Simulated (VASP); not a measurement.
# Be2Se (P-4m2) in VASP: a series of runs

Be2Se is run at these levels: PBE; tasks: single point.

All numbers are computed with VASP 6.6.1; they aren't measurements. Logs are shortened: lines on timing, memory, paths and dates and some standing lists are left out, and cuts for length are marked.

### 1 The cell of the first run

Symmetry: P-4m2, No. 115, tetragonal system. Conventional cell: a = 3.333 Å, b = 3.333 Å, c = 10.748 Å, α = 90.00°, β = 90.00°, γ = 90.00°. Within 2.8 Å of Be (site symmetry 2mm) lie 2 Se at 2.10 Å and 4 Be at 2.23 Å. Be (site symmetry -4m2) has 8 Be at 2.23 to 2.36 Å within 2.9 Å. Be (site symmetry -4m2) has 8 Be at 2.23 to 2.36 Å and 2 Se at 2.75 Å within 2.9 Å. Be (site symmetry 2mm) has 4 Se at 2.12 Å within 2.8 Å. Within 2.8 Å of Se (site symmetry 2mm) lie 5 Be at 2.10 to 2.75 Å. Within 2.8 Å of Se (site symmetry -4m2) lie 4 Be at 2.12 Å.

### 2 Single point, PBE (13.26 Å³/atom)

INCAR

```
SYSTEM = Be2Se
PREC     = Accurate       ! precision mode
ENCUT    = 600            ! plane-wave cutoff, eV
EDIFF    = 1E-6           ! SCF threshold, eV
ISMEAR   = 0              ! smearing method
SIGMA    = 0.1            ! smearing width, eV
LREAL    = .False.        ! projectors in reciprocal space
LASPH    = .True.         ! aspherical terms in the spheres
NELM     = 120            ! most SCF steps
ALGO     = Normal         ! electronic algorithm
ISIF     = 2              ! what is computed and relaxed
LWAVE    = .False.        ! write WAVECAR
LCHARG   = .False.        ! write CHGCAR
GGA      = PE             ! functional
NBANDS   = 25             ! bands
GGA_COMPAT= .False.
```

KPOINTS

```
regular mesh
0
Gamma
  10 10 4
  0 0 0
```

POSCAR

```
Be2Se
1.0
    3.3326685683      0.0000000000      0.0000000000
    0.0000000000      3.3326685683      0.0000000000
    0.0000000000      0.0000000000     10.7481498593
Be Se
6 3
Direct
    0.5000000000      0.0000000000      0.6374654327
    0.0000000000      0.0000000000      0.5000000000
    0.0000000000      0.5000000000      0.3625345673
    0.5000000000      0.5000000000      0.5000000000
    0.5000000000      0.0000000000      0.1214191583
    0.0000000000      0.5000000000      0.8785808417
    0.5000000000      0.5000000000      0.7562521099
    0.5000000000      0.5000000000      0.2437478901
    0.0000000000      0.0000000000      0.0000000000
```

Potentials or basis: VASP PAW PBE potentials, release 64 (Be, Se).

Launch:

```console
$ cat potpaw_PBE.64/Be/POTCAR potpaw_PBE.64/Se/POTCAR > POTCAR
$ mpirun -np 1 vasp_std > vasp.out
```

OUTCAR:

```text
SYSTEM = Be2Se
   PREC = Accurate
   ENCUT = 600
   EDIFF = 1E-6
   ISMEAR = 0
   LREAL = .False.
   LASPH = .True.
   NELM = 120
   ISIF = 2
   GGA = PE

 ion  position               nearest neighbor table
   1  0.500  0.000  0.637-   7 2.10   7 2.10   2 2.23   4 2.23   4 2.23   2 2.23
   2  0.000  0.000  0.500-   1 2.23   3 2.23   3 2.23   1 2.23   4 2.36   4 2.36   4 2.36   4 2.36

   3  0.000  0.500  0.363-   8 2.10   8 2.10   2 2.23   2 2.23   4 2.23   4 2.23
   4  0.500  0.500  0.500-   1 2.23   3 2.23   1 2.23   3 2.23   2 2.36   2 2.36   2 2.36   2 2.36

   5  0.500  0.000  0.121-   9 2.12   9 2.12   8 2.12   8 2.12
   6  0.000  0.500  0.879-   9 2.12   9 2.12   7 2.12   7 2.12
   7  0.500  0.500  0.756-   1 2.10   1 2.10   6 2.12   6 2.12
   8  0.500  0.500  0.244-   3 2.10   3 2.10   5 2.12   5 2.12
   9  0.000  0.000  0.000-   5 2.12   6 2.12   6 2.12   5 2.12

  LATTYP: Found a simple tetragonal cell.
 ALAT       =     3.3326685683
 C/A-ratio  =     3.2250881355

  Lattice vectors:

 A1 = (   3.3326685683,   0.0000000000,   0.0000000000)
 A2 = (   0.0000000000,   3.3326685683,   0.0000000000)
 A3 = (   0.0000000000,   0.0000000000,  10.7481498593)

Analysis of symmetry for initial positions (statically):
=====================================================================
 Subroutine PRICEL returns:
 Original cell was already a primitive cell.

 Routine SETGRP: Setting up the symmetry group for a
 simple tetragonal supercell.

 Subroutine GETGRP returns: Found  8 space group operations
 (whereof  8 operations were pure point group operations)
 out of a pool of 16 trial point group operations.

The static configuration has the point symmetry D_2d.

Analysis of symmetry for dynamics (positions and initial velocities):
=====================================================================
 Subroutine PRICEL returns:
 Original cell was already a primitive cell.

 Routine SETGRP: Setting up the symmetry group for a
 simple tetragonal supercell.

 Subroutine GETGRP returns: Found  8 space group operations
 (whereof  8 operations were pure point group operations)
 out of a pool of 16 trial point group operations.

The dynamic configuration has the point symmetry D_2d.

 Subroutine INISYM returns: Found  8 space group operations
 (whereof  8 operations are pure point group operations),
 and found     1 'primitive' translations

----------------------------------------------------------------------------------------

                                     Primitive cell

  volume of cell :     119.3763

  direct lattice vectors                    reciprocal lattice vectors
     3.332668568  0.000000000  0.000000000     0.300059841  0.000000000  0.000000000
     0.000000000  3.332668568  0.000000000     0.000000000  0.300059841  0.000000000
     0.000000000  0.000000000 10.748149859     0.000000000  0.000000000  0.093039268

  length of vectors
     3.332668568  3.332668568 10.748149859     0.300059841  0.300059841  0.093039268

  position of ions in fractional coordinates (direct lattice)
     0.500000000  0.000000000  0.637465433
     0.000000000  0.000000000  0.500000000
     0.000000000  0.500000000  0.362534567
     0.500000000  0.500000000  0.500000000
     0.500000000  0.000000000  0.121419158
     0.000000000  0.500000000  0.878580842
     0.500000000  0.500000000  0.756252110
     0.500000000  0.500000000  0.243747890
     0.000000000  0.000000000  0.000000000

  ion indices of the primitive-cell ions
   primitive index   ion index
                 1           1
                 2           2
                 3           3
                 4           4
                 5           5
                 6           6
                 7           7
                 8           8
                 9           9

----------------------------------------------------------------------------------------

 KPOINTS: regular mesh

Automatic generation of k-mesh.
 Grid dimensions read from file:
 generate k-points for:   10   10    4

 Generating k-lattice:

  Cartesian coordinates                     Fractional coordinates (reciprocal lattice)
     0.030005984  0.000000000  0.000000000     0.100000000  0.000000000  0.000000000
     0.000000000  0.030005984  0.000000000     0.000000000  0.100000000  0.000000000
     0.000000000  0.000000000  0.023259817     0.000000000  0.000000000  0.250000000

  Length of vectors
     0.030005984  0.030005984  0.023259817

  Shift w.r.t. Gamma in fractional coordinates (k-lattice)
     0.000000000  0.000000000  0.000000000

 Subroutine IBZKPT returns following result:
 ===========================================

 Found     63 irreducible k-points:

 Following reciprocal coordinates:
            Coordinates               Weight
  0.000000  0.000000  0.000000      1.000000
  0.100000  0.000000  0.000000      4.000000
  0.200000  0.000000  0.000000      4.000000
  0.300000  0.000000  0.000000      4.000000
  0.400000  0.000000  0.000000      4.000000
  0.500000  0.000000  0.000000      2.000000
[... 16 lines left out ...]
  0.100000  0.000000  0.250000      8.000000
  0.200000  0.000000  0.250000      8.000000
 [... further k-points ...]
   k-points           NKPTS =     63   k-points in BZ     NKDIM =     63   number of bands    NBANDS=     25
   number of dos      NEDOS =    301   number of ions     NIONS =      9
   total plane-waves  NPLWV =  70560
   dimension x,y,z NGX =    28 NGY =   28 NGZ =   90
   dimension x,y,z NGXF=    56 NGYF=   56 NGZF=  180
   ions per type =               6   3
   NGX,Y,Z   is equivalent  to a cutoff of  13.97, 13.97, 13.92 a.u.
   NGXF,Y,Z  is equivalent  to a cutoff of  27.93, 27.93, 27.84 a.u.
 SYSTEM =  Be2Se
   PREC   = accura    normal or accurate (medium, high low for compatibility)
   ISTART =      0    job   : 0-new  1-cont  2-samecut
   ICHARG =      2    charge: 1-file 2-atom 10-const
   ISPIN  =      1    spin polarized calculation?
   LNONCOLLINEAR =      F non collinear calculations
   LSORBIT =      F    spin-orbit coupling
   LASPH  =      T    aspherical Exc in radial PAW
   ENCUT  =  600.0 eV  44.10 Ry    6.64 a.u.   6.66  6.66 21.47*2*pi/ulx,y,z
   NELM   =    120;   NELMIN=  2; NELMDL= -5     # of ELM steps
   EDIFF  = 0.1E-05   stopping-criterion for ELM
   LREAL  =      F    real-space projection
   EDIFFG = 0.1E-04   stopping-criterion for IOM
   NSW    =      0    number of steps for IOM
   IBRION =     -1    ionic relax: 0-MD 1-quasi-New 2-CG
   NFREE  =      0    steps in history (QN), initial steepest desc. (CG)
   ISIF   =      2    stress and relaxation
   ISYM   =      2    0-nonsym 1-usesym 2-fastsym
   POTIM  = 0.5000    time-step for ionic-motion
   TEBEG  =    0.0;   TEEND  =   0.0 temperature during run
   PSTRESS=    0.0 pullay stress
   NELECT =      30.0000    total number of electrons
   NUPDOWN=      -1.0000    fix difference up-down
   EMIN   =  10.00;   EMAX   =-10.00  energy-range for DOS
   EFERMI =   0.00;   METHOD = LEGACY
   ISMEAR =     0;   SIGMA  =   0.10  broadening in eV -4-tet -1-fermi 0-gaus
   EFERMI_NEDOS =   21; number of points for ismear=-14 and -15
   IALGO  =     38    algorithm
   IMIX   =      4    mixing-type and parameters
     AMIX     =   0.40;   BMIX     =  1.00
     AMIX_MAG =   1.60;   BMIX_MAG =  1.00
  volume/ion in A,a.u.               =      13.26        89.51
  Fermi-wavevector in a.u.,A,eV,Ry     =   1.033101  1.952277 14.521454  1.067297
  Thomas-Fermi vector in A             =   2.167331
   LORBIT       =      0    0 simple, 1 ext, 2 COOP (PROOUT), +10 PAW based schemes
   GGA     = PE    functional components
   LHFCALC =     F    Hartree Fock is set to
   AEXX    =    0.0000 exact exchange contribution
   IVDW    =     0    specifies the selected vdW correction
   LEPSILON=     F    determine dielectric tensor
   LRPA    =     F    only Hartree local field effects (RPA)
 non-spin polarized calculation
 Gauss-broadening in eV      SIGMA  =   0.10
  energy-cutoff  :      600.00
  volume of cell :      119.38
 maximum number of plane-waves:      4023
 NGX is ok and might be reduce to    28
   NGX = 13   NGY = 13   NGZ = 43

 number of electron      29.9999998 magnetization

 Free energy of the ion-electron system (eV)
  ---------------------------------------------------
  ext. energy  EPLUGINS =         0.00000000
  ---------------------------------------------------
  free energy    TOTEN  =       -33.72759532 eV

  energy without entropy =      -33.71759495  energy(sigma->0) =      -33.72259513

 E-fermi :   5.3169     XC(G=0):  -9.9625

 val. band max:        5.2966687048   @ k =   0.2000   0.1000   0.0000
 cond. band min:       5.3293825603   @ k =   0.2000   0.2000   0.0000
 fundamental gap:      0.0327138555
 Fermi energy:         5.3169342105

 k-point     1 :       0.0000    0.0000    0.0000
  band No.  band energies     occupation
      1     -10.3669      2.00000
      2      -9.7341      2.00000
      3      -8.9937      2.00000
      4      -2.7313      2.00000
      5      -1.8519      2.00000
      6       1.4737      2.00000
[... 17 lines left out ...]
     24      10.4097      0.00000
     25      11.4791      0.00000

 k-point     2 :       0.1000    0.0000    0.0000
  band No.  band energies     occupation
      1     -10.2817      2.00000
      2      -9.6625      2.00000
      3      -8.9421      2.00000
      4      -2.6485      2.00000
      5      -1.7710      2.00000
      6       1.2012      2.00000
[... 17 lines left out ...]
     24      10.9284      0.00000
     25      11.5877      0.00000
[... 586 lines left out ...]
     24      10.9338      0.00000
     25      11.0651      0.00000

 k-point    24 :       0.2000    0.0000    0.2500
  band No.  band energies     occupation
      1     -10.0327      2.00000
      2      -9.4713      2.00000
      3      -8.8028      2.00000
      4      -2.5409      2.00000
      5      -1.2671      2.00000
      6      -0.1344      2.00000
[... 17 lines left out ...]
     24      11.6140      0.00000
     25      11.6804      0.00000

 [... further k-points ...]

------------------------ aborting loop because EDIFF is reached ----------------------------------------

  FORCE on cell =-STRESS in cart. coord.  units (eV):
  Direction    XX          YY          ZZ          XY          YZ          ZX
  --------------------------------------------------------------------------------------
  -------------------------------------------------------------------------------------
  Total        8.8056426      8.8056426      8.7817606      0.0000000      0.0000000      0.0000000
  in kB      118.1826366    118.1826366    117.8621104      0.0000000      0.0000000      0.0000000
  external PRESSURE =     118.0757945 kB  Pullay stress =       0.0000000 kB

 VOLUME and BASIS-vectors are now :
 -----------------------------------------------------------------------------
  energy-cutoff  :      600.00
  volume of cell :      119.38
      direct lattice vectors                 reciprocal lattice vectors
     3.332668568  0.000000000  0.000000000     0.300059841  0.000000000  0.000000000
     0.000000000  3.332668568  0.000000000     0.000000000  0.300059841  0.000000000
     0.000000000  0.000000000 10.748149859     0.000000000  0.000000000  0.093039268

 POSITION                                       TOTAL-FORCE (eV/Angst)
 -----------------------------------------------------------------------------------
      1.66633      0.00000      6.85157         0.000000      0.000000     -0.015157
      0.00000      0.00000      5.37407        -0.000000      0.000000      0.000000
      0.00000      1.66633      3.89658         0.000000      0.000000      0.015157
      1.66633      1.66633      5.37407         0.000000      0.000000      0.000000
      1.66633      0.00000      1.30503         0.000000      0.000000      0.000814
      0.00000      1.66633      9.44312         0.000000      0.000000     -0.000814
      1.66633      1.66633      8.12831         0.000000     -0.000000     -0.004201
      1.66633      1.66633      2.61984         0.000000      0.000000      0.004201
      0.00000      0.00000      0.00000        -0.000000      0.000000      0.000000
 -----------------------------------------------------------------------------------
    total drift:                                0.000000      0.000000      0.000000

  FREE ENERGIE OF THE ION-ELECTRON SYSTEM (eV)
  ---------------------------------------------------
  free  energy   TOTEN  =       -33.7275953152 eV

  energy  without entropy=      -33.7175949530  energy(sigma->0) =      -33.72259513
```

Run time: 7.1 min. Hardware: 1 thread of Intel Xeon 8259CL, shared host; peak memory 0.36 GiB.

What came out:

```yaml
Free_energy: -33.7276 eV
Pressure: 11.8 GPa
Largest_force: 0.015 eV/Å
Band_gap_on_the_k_mesh: zero (bands 15 and 16 overlap by 2.03 eV)
```

Forces in eV/Å, atoms in the order of the input:
```
Be   0.000  0.000 -0.015
Be   0.000  0.000  0.000
Be   0.000  0.000  0.015
Be   0.000  0.000  0.000
Be   0.000  0.000  0.001
Be   0.000  0.000 -0.001
Se   0.000  0.000 -0.004
Se   0.000  0.000  0.004
Se   0.000  0.000  0.000
```

Caveat: the cell stands under pressure.

### 3 Single point, PBE (13.72 Å³/atom)

This run uses another cell than the first one, of 13.72 Å³/atom.

INCAR

```
SYSTEM = Be2Se
  PREC = Accurate
  ENCUT = 600
  EDIFF = 1E-6
  ISMEAR = 0
  SIGMA = 0.1
  LREAL = .FALSE.
  LASPH = .TRUE.
  NELM = 120
  ALGO = Normal
  ISIF = 2
  LWAVE = .FALSE.
  LCHARG = .FALSE.
  GGA = PE
  NBANDS = 25
  GGA_COMPAT = .FALSE.
```

KPOINTS

```
regular mesh
0
G
  10 10 4
  0 0 0
```

POSCAR

```
Be2Se
1.0
    3.3638868565      0.0000000000      0.0000000000
    0.0000000000      3.3638868565      0.0000000000
    0.0000000000      0.0000000000     10.9092256347
Be Se
6 3
Direct
    0.5000000000      0.0000000000      0.6389930350
    0.0000000000      0.0000000000      0.5000000000
    0.0000000000      0.5000000000      0.3610069650
    0.5000000000      0.5000000000      0.5000000000
    0.5000000000      0.0000000000      0.1206828300
    0.0000000000      0.5000000000      0.8793171700
    0.5000000000      0.5000000000      0.7576778282
    0.5000000000      0.5000000000      0.2423221718
    0.0000000000      0.0000000000      0.0000000000
```

Potentials or basis: VASP PAW PBE potentials, release 64 (Be, Se).

Launch:

```console
$ cat potpaw_PBE.64/Be/POTCAR potpaw_PBE.64/Se/POTCAR > POTCAR
$ mpirun -np 1 vasp_std > vasp.out
```

Run time: 7.2 min. Hardware: 1 thread of Intel Xeon 8259CL, shared host; peak memory 0.37 GiB.

The run converged. Its results:

* Free energy: -33.9803 eV
* Pressure: 8.3 GPa
* Largest force: 0.015 eV/Å
* Band gap on the k mesh: zero (bands 15 and 16 overlap by 1.93 eV)

Forces in eV/Å, atoms in the order of the input:
```
Be   0.000  0.000 -0.015
Be   0.000  0.000  0.000
Be   0.000  0.000  0.015
Be   0.000  0.000  0.000
Be   0.000  0.000  0.001
Be   0.000  0.000 -0.001
Se   0.000  0.000 -0.009
Se   0.000  0.000  0.009
Se   0.000  0.000  0.000
```

Stress tensor (GPa, compression positive):
```
8.30 0.00 0.00
0.00 8.30 0.00
0.00 0.00 8.19
```

Levels at points of the mesh, in eV from the Fermi level:
```csv
k point,band 13,band 14,band 15,band 16,band 17,band 18
"(0.00, 0.00, 0.00)",-1.49,-0.05,1.31,1.31,2.34,3.01
"(0.50, 0.00, 0.00)",-1.68,-1.60,-0.17,1.51,3.53,3.75
"(0.50, 0.50, 0.00)",-3.11,-3.11,-1.87,-0.36,-0.18,2.25
"(0.00, 0.00, 0.50)",-1.33,-0.73,1.09,1.09,2.32,3.03
"(0.50, 0.00, 0.50)",-1.68,-1.61,-0.53,2.20,3.52,3.81
"(0.50, 0.50, 0.50)",-3.17,-3.17,-1.76,-0.62,0.42,1.29
```

Caveat: the cell stands under pressure.

### 4 Single point, PBE (14.17 Å³/atom)

This run uses another cell than the first one, of 14.17 Å³/atom.

INCAR

```
SYSTEM = Be2Se
ALGO = Normal
EDIFF = 1E-6
ENCUT = 600
GGA = PE
GGA_COMPAT = .FALSE.
ISIF = 2
ISMEAR = 0
LASPH = .TRUE.
LCHARG = .TRUE.
LELF = .TRUE.
LREAL = .FALSE.
LVHAR = .TRUE.
LWAVE = .FALSE.
NBANDS = 25
NELM = 120
PREC = Accurate
SIGMA = 0.1
```

KPOINTS

```
k-points
0
G
  10 10 4
  0 0 0
```

POSCAR

```
Be2Se
1.0
    3.3963064556      0.0000000000      0.0000000000
    0.0000000000      3.3963064556      0.0000000000
    0.0000000000      0.0000000000     11.0547621868
Be Se
6 3
Direct
    0.5000000000      0.0000000000      0.6404185978
    0.0000000000      0.0000000000      0.5000000000
    0.0000000000      0.5000000000      0.3595814022
    0.5000000000      0.5000000000      0.5000000000
    0.5000000000      0.0000000000      0.1199968132
    0.0000000000      0.5000000000      0.8800031868
    0.5000000000      0.5000000000      0.7589938419
    0.5000000000      0.5000000000      0.2410061581
    0.0000000000      0.0000000000      0.0000000000
```

Launch:

```console
$ cat potpaw_PBE.64/Be/POTCAR potpaw_PBE.64/Se/POTCAR > POTCAR
$ mpirun -np 1 vasp_std > vasp.out
```

It took 5.8 min on 1 thread of Intel Xeon 8259CL, shared host; peak memory 0.38 GiB.

Results (log left out):

```yaml
Free_energy: -34.1496 eV
Pressure: 5.2 GPa
Largest_force: 0.016 eV/Å
Band_gap_on_the_k_mesh: zero (bands 15 and 16 overlap by 1.85 eV)
```

Forces in eV/Å, atoms in the order of the input:
```
Be   0.000  0.000 -0.016
Be   0.000  0.000  0.000
Be   0.000  0.000  0.016
Be   0.000  0.000  0.000
Be   0.000  0.000  0.001
Be   0.000  0.000 -0.001
Se   0.000  0.000 -0.006
Se   0.000  0.000  0.006
Se   0.000  0.000  0.000
```

Levels at points of the mesh, in eV from the Fermi level:
```tsv
k point	band 11	band 12	band 13	band 14	band 15	band 16	band 17	band 18	band 19	band 20
(0.00, 0.00, 0.00)	-2.31	-1.45	-1.45	-0.13	1.32	1.32	2.36	3.02	3.61	4.17
(0.50, 0.00, 0.00)	-2.25	-1.68	-1.66	-1.58	-0.17	1.42	3.53	3.66	3.74	4.86
(0.50, 0.50, 0.00)	-4.56	-4.42	-3.01	-3.01	-1.79	-0.29	-0.21	2.26	2.81	3.07
(0.00, 0.00, 0.50)	-2.12	-1.30	-1.30	-0.81	1.12	1.12	2.35	3.02	3.71	4.19
(0.50, 0.00, 0.50)	-2.94	-1.67	-1.66	-1.59	-0.51	2.07	3.52	3.79	4.38	4.45
(0.50, 0.50, 0.50)	-4.66	-4.43	-3.07	-3.07	-1.70	-0.53	0.33	1.32	3.10	3.86
```

Caveat: the cell stands under pressure.

### 5 The runs side by side

| cell | gap on the mesh (eV) | pressure (GPa) | largest force (eV/Å) |
| --- | --- | --- | --- |
| a = 3.333, b = 3.333, c = 10.748 Å, 9 atoms, atomic positions A | none | 11.8 | 0.02 |
| a = 3.364, b = 3.364, c = 10.909 Å, 9 atoms, atomic positions B | none | 8.3 | 0.01 |
| a = 3.396, b = 3.396, c = 11.055 Å, 9 atoms, atomic positions C | none | 5.2 | 0.02 |

Alike in all rows: task single point; level PBE; potentials or basis VASP PAW PBE potentials, release 64 (Be, Se); no spin polarisation; k mesh 10 × 10 × 4; cutoff (eV) 600; smearing gaussian 0.1 eV.

Caveats: the cell stands under pressure.

Absolute energies hang on the potentials; compare differences alone.
